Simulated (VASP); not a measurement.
# ZrB (Fm-3m) in VASP: settings compared, part 2 of 3

VASP 6.6.1. Earlier steps stand in the parts before.

## 3. Single point, LDA+U

This run uses another cell than the first one, of 14.19 Å³/atom, 1.007 times its volume.

INCAR

```
SYSTEM = ZrB
ALGO = Normal
EDIFF = 1E-7
ENCUT = 520
ISIF = 2
ISMEAR = -1
LASPH = .True.
LCHARG = .False.
LDAU = .True.
LDAUJ = 0 0
LDAUL = 2 -1
LDAUPRINT = 1
LDAUTYPE = 2
LDAUU = 1 0
LMAXMIX = 4
LREAL = .False.
LWAVE = .False.
NBANDS = 14
NELM = 150
PREC = Accurate
SIGMA = 0.05
```

KPOINTS

```
k-points
0
Gamma
  10 10 10
  0 0 0
```

POSCAR

```
ZrB
1.0
    0.0000000000      2.4207771685      2.4207771685
    2.4207771685      0.0000000000      2.4207771685
    2.4207771685      2.4207771685      0.0000000000
Zr B
1 1
Direct
    0.0000000000      0.0000000000      0.0000000000
    0.5000000000      0.5000000000      0.5000000000
```

Potentials or basis: VASP PAW LDA potentials, release 64 (Zr_sv, B).

Started as:

```sh
> cat potpaw_LDA.64/Zr_sv/POTCAR potpaw_LDA.64/B/POTCAR > POTCAR
> mpirun -np 1 vasp_std > vasp.out
```

OUTCAR:

```text
SYSTEM = ZrB
   EDIFF = 1E-7
   ENCUT = 520
   ISIF = 2
   ISMEAR = -1
   LASPH = .True.
   LREAL = .False.
   NELM = 150
   PREC = Accurate

 ion  position               nearest neighbor table
   1  0.000  0.000  0.000-   2 2.42   2 2.42   2 2.42   2 2.42   2 2.42   2 2.42
   2  0.500  0.500  0.500-   1 2.42   1 2.42   1 2.42   1 2.42   1 2.42   1 2.42

  LATTYP: Found a face centered cubic cell.
 ALAT       =     4.8415543370

  Lattice vectors:

 A1 = (   0.0000000000,   2.4207771685,   2.4207771685)
 A2 = (   2.4207771685,   0.0000000000,   2.4207771685)
 A3 = (   2.4207771685,   2.4207771685,   0.0000000000)

Analysis of symmetry for initial positions (statically):
=====================================================================
 Subroutine PRICEL returns:
 Original cell was already a primitive cell.

 Routine SETGRP: Setting up the symmetry group for a
 face centered cubic supercell.

 Subroutine GETGRP returns: Found 48 space group operations
 (whereof 48 operations were pure point group operations)
 out of a pool of 48 trial point group operations.

The static configuration has the point symmetry O_h .

Analysis of symmetry for dynamics (positions and initial velocities):
=====================================================================
 Subroutine PRICEL returns:
 Original cell was already a primitive cell.

 Routine SETGRP: Setting up the symmetry group for a
 face centered cubic supercell.

 Subroutine GETGRP returns: Found 48 space group operations
 (whereof 48 operations were pure point group operations)
 out of a pool of 48 trial point group operations.

The dynamic configuration has the point symmetry O_h .

 Subroutine INISYM returns: Found 48 space group operations
 (whereof 48 operations are pure point group operations),
 and found     1 'primitive' translations

----------------------------------------------------------------------------------------
[... 164 lines left out ...]
  o =  0.2336  v =  0.0000  0.0000  0.0000  0.0000  0.0000  0.0000  0.0000 -1.0000  0.0000 -0.0026      0.0000  0.0000  0.0000  0.0000  0.0000  0.0000  0.0000  0.0000  0.0000  0.0000
  o =  0.2336  v =  0.0000  0.0000  0.0000  0.0000  0.0000  0.0000  0.0000  0.0026 -0.0000 -1.0000      0.0000  0.0000  0.0000  0.0000  0.0000  0.0000  0.0000  0.0000  0.0000  0.0000
  o =  0.2336  v =  0.0000  0.0000  0.0026 -0.0000 -1.0000  0.0000  0.0000  0.0000  0.0000  0.0000      0.0000  0.0000  0.0000  0.0000  0.0000  0.0000  0.0000  0.0000  0.0000  0.0000

 number of electron      15.0000000 magnetization

 Free energy of the ion-electron system (eV)
  ---------------------------------------------------
  ext. energy  EPLUGINS =         0.00000000
  ---------------------------------------------------
  free energy    TOTEN  =       -16.82436360 eV

  energy without entropy =      -16.81234230  energy(sigma->0) =      -16.81835295

 E-fermi :   7.8016     XC(G=0): -11.8302

 val. band max:        7.7964021589   @ k =  -0.2000   0.1000   0.0000
 cond. band min:       7.8185544497   @ k =   0.3000   0.2000   0.1000
 fundamental gap:      0.0221522908
 Fermi energy:         7.8015549854

 k-point     1 :       0.0000    0.0000    0.0000
  band No.  band energies     occupation
      1     -39.4397      2.00000
      2     -17.3926      2.00000
      3     -17.3926      2.00000
      4     -17.3926      2.00000
      5      -0.2872      2.00000
      6       9.6441      0.00000
      7       9.6441      0.00000
      8       9.6441      0.00000
      9      11.1132      0.00000
     10      11.1132      0.00000
     11      11.2686      0.00000
     12      11.2686      0.00000
     13      11.2686      0.00000
     14      18.5248      0.00000
[... 377 lines left out ...]
      1     -39.3639      2.00000
      2     -17.8544      2.00000
      3     -17.5798      2.00000
      4     -17.5604      2.00000
      5       1.8849      2.00000
      6       6.0745      2.00000
      7       7.2366      1.99998
      8       8.9602      0.00000
      9       9.6940      0.00000
     10      12.7656      0.00000
     11      14.1576      0.00000
     12      14.3846      0.00000
     13      17.9610      0.00000
     14      19.9817      0.00000

 [... further k-points ...]
[... 5 lines left out ...]
  --------------------------------------------------------------------------------------
  -------------------------------------------------------------------------------------
  Total        0.2461840      0.2461840      0.2461840      0.0000000     -0.0000000      0.0000000
  in kB       13.9019570     13.9019570     13.9019570      0.0000000     -0.0000000      0.0000000
  external PRESSURE =      13.9019570 kB  Pullay stress =       0.0000000 kB

 VOLUME and BASIS-vectors are now :
 -----------------------------------------------------------------------------
  energy-cutoff  :      520.00
  volume of cell :       28.37
      direct lattice vectors                 reciprocal lattice vectors
     0.000000000  2.420777168  2.420777168    -0.206545239  0.206545239  0.206545239
     2.420777168  0.000000000  2.420777168     0.206545239 -0.206545239  0.206545239
     2.420777168  2.420777168  0.000000000     0.206545239  0.206545239 -0.206545239

 POSITION                                       TOTAL-FORCE (eV/Angst)
 -----------------------------------------------------------------------------------
      0.00000      0.00000      0.00000         0.000000      0.000000     -0.000000
      2.42078      2.42078      2.42078        -0.000000      0.000000      0.000000
 -----------------------------------------------------------------------------------
    total drift:                               -0.000000      0.000000      0.000000

  FREE ENERGIE OF THE ION-ELECTRON SYSTEM (eV)
  ---------------------------------------------------
  free  energy   TOTEN  =       -16.8243636044 eV

  energy  without entropy=      -16.8123422972  energy(sigma->0) =      -16.81835295
```

OSZICAR:

```text
N       E                     dE             d eps       ncg     rms          rms(c)
DAV:   1     0.949264527507E+02    0.94926E+02   -0.78707E+03  1316   0.103E+03
DAV:   2    -0.150330891196E+02   -0.10996E+03   -0.10428E+03  1598   0.282E+02
DAV:   3    -0.187915710150E+02   -0.37585E+01   -0.37249E+01  1986   0.444E+01
DAV:   4    -0.188737071759E+02   -0.82136E-01   -0.82119E-01  1646   0.598E+00
DAV:   5    -0.188746573981E+02   -0.95022E-03   -0.95021E-03  1904   0.561E-01    0.183E+01
DAV:   6    -0.168440451105E+02    0.20306E+01   -0.30712E+00  1526   0.149E+01    0.608E+00
DAV:   7    -0.168285749049E+02    0.15470E-01   -0.27867E-01  1850   0.361E+00    0.287E+00
DAV:   8    -0.168251240928E+02    0.34508E-02   -0.35933E-02  1654   0.145E+00    0.252E-01
DAV:   9    -0.168243127381E+02    0.81135E-03   -0.33809E-03  1568   0.352E-01    0.139E-01
DAV:  10    -0.168243653233E+02   -0.52585E-04   -0.43643E-04  1574   0.227E-01    0.295E-02
DAV:  11    -0.168243643852E+02    0.93809E-06   -0.15271E-05  1706   0.359E-02    0.948E-03
DAV:  12    -0.168243636512E+02    0.73406E-06   -0.11984E-06  1648   0.116E-02    0.345E-03
DAV:  13    -0.168243636044E+02    0.46779E-07   -0.23623E-07  1456   0.510E-03
   1 F= -.16824364E+02 E0= -.16818353E+02  d E =-.120213E-01
```

Run time: 8.8 s. Hardware: 1 thread of Intel Xeon 6975P-C (Granite Rapids), shared host; peak memory 0.15 GiB.

What came out:

```yaml
Free_energy: -16.8244 eV
Pressure: 1.4 GPa
```

Levels at points of the mesh, in eV from the Fermi level:
| k point | band 6 | band 7 | band 8 | band 9 | band 10 | band 11 |
| --- | --- | --- | --- | --- | --- | --- |
| (0.00, 0.00, 0.00) | 1.84 | 1.84 | 1.84 | 3.31 | 3.31 | 3.47 |
| (0.50, 0.00, 0.00) | -3.92 | -1.20 | -1.20 | 5.11 | 5.11 | 6.40 |
| (0.50, 0.50, 0.00) | -0.81 | -0.73 | 2.11 | 2.11 | 4.82 | 6.10 |

Eigenvalues of the final occupation matrices:
| site | spin | trace | eigenvalues |
| --- | --- | --- | --- |
| site 1 d | 1 | 0.85 | 0.13 0.13 0.13 0.23 0.23 |
| site 1 d | 2 | 0.85 | 0.13 0.13 0.13 0.23 0.23 |

Caveat: U without spin polarisation on a metal has little footing; the U is typed as a test and isn't derived for this compound.

## 4. Single point, LDA+U

This run uses another cell than the first one, of 14.30 Å³/atom, 1.016 times its volume.

INCAR

```
ALGO = Normal
EDIFF = 1E-6
ENCUT = 520
GGA = CA
ISIF = 2
ISMEAR = -1
LASPH = True
LCHARG = False
LDAU = True
LDAUJ = 0 0
LDAUL = 2 -1
LDAUPRINT = 1
LDAUTYPE = 2
LDAUU = 2 0
LMAXMIX = 4
LREAL = False
LWAVE = False
NBANDS = 14
NELM = 150
PREC = Accurate
SIGMA = 0.05
```

KPOINTS

```
k-points
0
Gamma
  10 10 10
```

POSCAR

```
ZrB
1.0
    0.0000000000      2.4274894798      2.4274894798
    2.4274894798      0.0000000000      2.4274894798
    2.4274894798      2.4274894798      0.0000000000
Zr B
1 1
Direct
    0.0000000000      0.0000000000      0.0000000000
    0.5000000000      0.5000000000      0.5000000000
```

Potentials or basis: VASP PAW LDA potentials, release 64 (Zr_sv, B).

Started as:

```sh
> cat potpaw_LDA.64/Zr_sv/POTCAR potpaw_LDA.64/B/POTCAR > POTCAR
> mpirun -np 1 vasp_std > vasp.out
```

OUTCAR:

```text
EDIFF = 1E-6
   ENCUT = 520
   GGA = CA
   ISIF = 2
   ISMEAR = -1
   LASPH = True
   LREAL = False
   NELM = 150
   PREC = Accurate

 ion  position               nearest neighbor table
   1  0.000  0.000  0.000-   2 2.43   2 2.43   2 2.43   2 2.43   2 2.43   2 2.43
   2  0.500  0.500  0.500-   1 2.43   1 2.43   1 2.43   1 2.43   1 2.43   1 2.43

  LATTYP: Found a face centered cubic cell.
 ALAT       =     4.8549789596

  Lattice vectors:

 A1 = (   0.0000000000,   2.4274894798,   2.4274894798)
 A2 = (   2.4274894798,   0.0000000000,   2.4274894798)
 A3 = (   2.4274894798,   2.4274894798,   0.0000000000)

Analysis of symmetry for initial positions (statically):
=====================================================================
 Subroutine PRICEL returns:
 Original cell was already a primitive cell.

 Routine SETGRP: Setting up the symmetry group for a
 face centered cubic supercell.

 Subroutine GETGRP returns: Found 48 space group operations
 (whereof 48 operations were pure point group operations)
 out of a pool of 48 trial point group operations.

The static configuration has the point symmetry O_h .

Analysis of symmetry for dynamics (positions and initial velocities):
[... 203 lines left out ...]
 k-point     1 :       0.0000    0.0000    0.0000
  band No.  band energies     occupation
      1     -39.6700      2.00000
      2     -17.6178      2.00000
      3     -17.6178      2.00000
      4     -17.6178      2.00000
      5      -0.3206      2.00000
      6       9.7682      0.00000
      7       9.7682      0.00000
      8       9.7682      0.00000
      9      11.1656      0.00000
     10      11.1656      0.00000
     11      11.2379      0.00000
     12      11.2379      0.00000
     13      11.2379      0.00000
     14      18.4147      0.00000
[... 377 lines left out ...]
      1     -39.5977      2.00000
      2     -18.0614      2.00000
      3     -17.7978      2.00000
      4     -17.7793      2.00000
      5       1.8851      2.00000
      6       6.0586      2.00000
      7       7.3194      1.99995
      8       8.9674      0.00000
      9       9.7021      0.00000
     10      12.8192      0.00000
     11      14.2468      0.00000
     12      14.4505      0.00000
     13      17.8986      0.00000
     14      19.7822      0.00000

 [... further k-points ...]
[... 5 lines left out ...]
  --------------------------------------------------------------------------------------
  -------------------------------------------------------------------------------------
  Total        0.4108455      0.4108455      0.4108455      0.0000000      0.0000000     -0.0000000
  in kB       23.0084354     23.0084354     23.0084354      0.0000000      0.0000000     -0.0000000
  external PRESSURE =      23.0084354 kB  Pullay stress =       0.0000000 kB

 VOLUME and BASIS-vectors are now :
 -----------------------------------------------------------------------------
  energy-cutoff  :      520.00
  volume of cell :       28.61
      direct lattice vectors                 reciprocal lattice vectors
     0.000000000  2.427489480  2.427489480    -0.205974116  0.205974116  0.205974116
     2.427489480  0.000000000  2.427489480     0.205974116 -0.205974116  0.205974116
     2.427489480  2.427489480  0.000000000     0.205974116  0.205974116 -0.205974116

 POSITION                                       TOTAL-FORCE (eV/Angst)
 -----------------------------------------------------------------------------------
      0.00000      0.00000      0.00000         0.000000      0.000000      0.000000
      2.42749      2.42749      2.42749        -0.000000     -0.000000     -0.000000
 -----------------------------------------------------------------------------------
    total drift:                               -0.000000      0.000000      0.000000

  FREE ENERGIE OF THE ION-ELECTRON SYSTEM (eV)
  ---------------------------------------------------
  free  energy   TOTEN  =       -16.1481098405 eV

  energy  without entropy=      -16.1353782765  energy(sigma->0) =      -16.14174406
```

stdout:

```text
POSCAR found type information on POSCAR ZrB
 POSCAR found :  2 types and       2 ions
 scaLAPACK will be used
 LDA part: xc-table for (Slater(with rela. corr.)+CA(PZ))
 , standard interpolation
 POSCAR, INCAR and KPOINTS ok, starting setup
 FFT: planning ... GRIDC
 FFT: planning ... GRID_SOFT
 FFT: planning ... GRID
 WAVECAR not read
 entering main loop
```

It took 8.2 s on 1 thread of Intel Xeon 6975P-C (Granite Rapids), shared host; peak memory 0.14 GiB.

Results:

```
Free energy : -16.1481 eV
Pressure    : 2.3 GPa
```

Levels at points of the mesh, in eV from the Fermi level:
| k point | band 6 | band 7 | band 8 | band 9 | band 10 | band 11 |
| --- | --- | --- | --- | --- | --- | --- |
| (0.00, 0.00, 0.00) | 1.92 | 1.92 | 1.92 | 3.32 | 3.32 | 3.39 |
| (0.50, 0.00, 0.00) | -3.95 | -1.18 | -1.18 | 5.19 | 5.19 | 6.40 |
| (0.50, 0.50, 0.00) | -0.85 | -0.75 | 2.01 | 2.01 | 4.82 | 6.19 |

Eigenvalues of the final occupation matrices:
```csv
site,spin,trace,eigenvalues
site 1 d,1,0.82,0.12 0.12 0.12 0.23 0.23
site 1 d,2,0.82,0.12 0.12 0.12 0.23 0.23
```

Caveat: U without spin polarisation on a metal has little footing; the U is typed as a test and isn't derived for this compound.

(Part 2 of 3 ends here.)
